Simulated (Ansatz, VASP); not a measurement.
## TePb in VASP and in Ansatz

The input POSCAR:

```
TePb
1.0
    0.0000000000      3.2310000000      3.2310000000
    3.2310000000      0.0000000000      3.2310000000
    3.2310000000      3.2310000000      0.0000000000
Te Pb
1 1
Direct
    0.5000000000      0.5000000000      0.5000000000
    0.0000000000      0.0000000000      0.0000000000
```

The input INCAR.step1:

```
SYSTEM = TePb
ALGO     = Normal         ! electronic algorithm
EDIFF    = 1E-4           ! SCF threshold, eV
ENCUT    = 600            ! plane-wave cutoff, eV
GGA      = PE             ! functional
ISMEAR   = -1             ! smearing method
LASPH    = .TRUE.         ! aspherical terms in the spheres
LCHARG   = .FALSE.        ! write CHGCAR
LREAL    = .FALSE.        ! projectors in reciprocal space
LWAVE    = .TRUE.         ! write WAVECAR
NELM     = 80             ! most SCF steps
PREC     = Accurate       ! precision mode
SIGMA    = 0.08           ! smearing width, eV
```

File INCAR.step2:

```
SYSTEM = TePb
ALGO     = Normal         ! electronic algorithm
EDIFF    = 1E-6           ! SCF threshold, eV
EDIFFG   = -0.002         ! ionic threshold
ENCUT    = 600            ! plane-wave cutoff, eV
IBRION   = 2              ! ionic algorithm
ISIF     = 3              ! what is computed and relaxed
ISMEAR   = -1             ! smearing method
ISTART   = 1            
LASPH    = .TRUE.         ! aspherical terms in the spheres
LCHARG   = .FALSE.        ! write CHGCAR
LMIXTAU  = .TRUE.       
LREAL    = .FALSE.        ! projectors in reciprocal space
LWAVE    = .FALSE.        ! write WAVECAR
METAGGA  = R2SCAN         ! meta-GGA
NELM     = 80             ! most SCF steps
NSW      = 100            ! ionic steps
PREC     = Accurate       ! precision mode
SIGMA    = 0.08           ! smearing width, eV
```

File KPOINTS:

```
k-points
0
G
  10 10 10
  0 0 0
```

Input for Ansatz:

```yaml
crystal:
  lattice:
    - [0.0, 3.231, 3.231]
    - [3.231, 0.0, 3.231]
    - [3.231, 3.231, 0.0]
  atoms:
    - { symbol: Te, position: [0.5, 0.5, 0.5] }
    - { symbol: Pb, position: [0.0, 0.0, 0.0] }
kpoints:
  mp_grid: { grid: [10, 10, 10] }
scf:
  occupations: { method: fermi_dirac, width: 0.08 }
hamiltonian:
  xc: r2scan
  pseudopotentials: { kind: paw }
relax:
  f_tol: 0.002
  max_steps: 80
  cell: {}
output:
  forces: true
  stress: true
```

Alike in both runs: task relaxation of cell and atoms; functional r2SCAN; k mesh 10 × 10 × 10; occupations fermi-dirac, width 0.08 eV; no spin polarisation.

```csv
,VASP,Ansatz
version,VASP 6.6.1,Ansatz 0.2.0
potentials or method,"VASP PAW PBE potentials, release 64 (Te, Pb_d)","PAW with Ansatz's default frozen-core files, scalar-relativistic"
plane-wave cutoff (eV),600,500
valence electrons in the cell,20,30
```

|  | VASP | Ansatz | Ansatz less VASP |
| --- | --- | --- | --- |
| relaxed volume (Å³/atom) | 34.88 | 34.90 | +0.015 |
| relaxed length of the cell vector where the two differ most in proportion (Å) | 4.621 | 4.622 | +0.0007 |

VASP's potentials were made for PBE, not for r2SCAN. VASP's potentials hold 20 valence electrons a cell and Ansatz's 30, so a difference there can come from the potentials and not from the codes.

Neither program's run includes spin-orbit coupling.
